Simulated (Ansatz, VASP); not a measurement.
# CsH: VASP beside Ansatz

```xyz
2
Lattice="0.0996 3.1880 3.1880 3.1880 0.0996 3.1880 3.2876 3.2876 0.0000" Properties=species:S:1:pos:R:3 pbc="T T T"
Cs    0.0000    0.0000    0.0000
H     3.2876    3.2876    3.1880
```

Change from the starting cell: strain +0.0625 x Voigt [0, 0, 0, 0, 0, 1], atoms carried along.

Alike in both runs: task single point; functional r2SCAN; k mesh 6 × 6 × 6; occupations gaussian, width 0.05 eV; no spin polarisation.

```csv
,VASP,Ansatz
version,VASP 6.6.1,Ansatz 0.2.0
potentials or method,"VASP PAW PBE potentials, release 64 (Cs_sv, H), cutoff 520 eV","scalar-relativistic, plane waves, PAW"
valence electrons in the cell,10,10
```

```csv
,VASP,Ansatz,Ansatz less VASP
gap on the k mesh at the Fermi level (eV),2.64,2.66,+0.019
least direct gap on the mesh (eV),2.65,2.67,+0.018
pressure (GPa),0.0,0.0,-0.03
"traceless stress, the component that is largest in VASP (GPa)",-0.29,-0.29,+0.001
```

VASP's potentials were made for PBE, not for r2SCAN. The functional is the same, so the differences come from potentials, cutoffs and numerics.

Spin-orbit coupling is off throughout.
